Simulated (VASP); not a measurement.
A run of VASP 6.6.1 is set up as follows.

The input POSCAR:

```
Te2Mo
1.0
    3.5165795681      0.0000000000      0.0000000000
   -1.7582897840      3.0454472404      0.0000000000
    0.0000000000      0.0000000000      7.7815180187
Te Mo
2 1
Direct
    0.3333333333      0.6666666667      0.7683289470
    0.3333333333      0.6666666667      0.2316710530
    0.0000000000      0.0000000000      0.0000000000
```

File INCAR.step1:

```
SYSTEM = Te2Mo
  PREC = Accurate
  ENCUT = 520
  ISMEAR = 0
  SIGMA = 0.01
  LREAL = .False.
  LASPH = .True.
  NELM = 60
  NBANDS = 20
  GGA = PE
  ALGO = Normal
  EDIFF = 1E-4
  LWAVE = .True.
  LCHARG = .False.
```

Contents of INCAR.step2:

```
SYSTEM = Te2Mo
  PREC = Accurate
  ENCUT = 520
  EDIFF = 1E-6
  ISMEAR = 0
  SIGMA = 0.01
  LREAL = .False.
  LASPH = .True.
  NELM = 60
  ALGO = Normal
  ISIF = 2
  LWAVE = .False.
  LCHARG = .False.
  METAGGA = R2SCAN
  LMIXTAU = .True.
  NBANDS = 20
  ISTART = 1
```

Contents of KPOINTS:

```
regular mesh
0
Gamma
  12 12 4
  0 0 0
```

Potentials or basis: VASP PAW PBE potentials, release 64 (Te, Mo_sv).

Launch:

```console
$ cat potpaw_PBE.64/Te/POTCAR potpaw_PBE.64/Mo_sv/POTCAR > POTCAR
$ cp INCAR.step1 INCAR
$ mpirun -np 1 vasp_std > vasp.out
$ cp INCAR.step2 INCAR
$ mpirun -np 1 vasp_std > vasp.out
```

Question: Predict the largest force.

Answer: 0.007 eV/Å.

Question: Predict the band gap on the k mesh.

Answer: 1.13 eV, indirect (least direct gap 1.21 eV).

Question: What does it give for the pressure?

Answer: 1.8 GPa.

Forces on the atoms (eV/Å):
```
Te   0.000  0.000 -0.007
Te   0.000  0.000  0.007
Mo   0.000  0.000  0.000
```

Caveat: the cell differs from its parent crystal (strain -0.6%); the PAW data sets were made with another functional, which shifts forces and pressure a little; spin-orbit coupling is left out, which moves the levels of the heavy elements. A k mesh can miss the band edges.
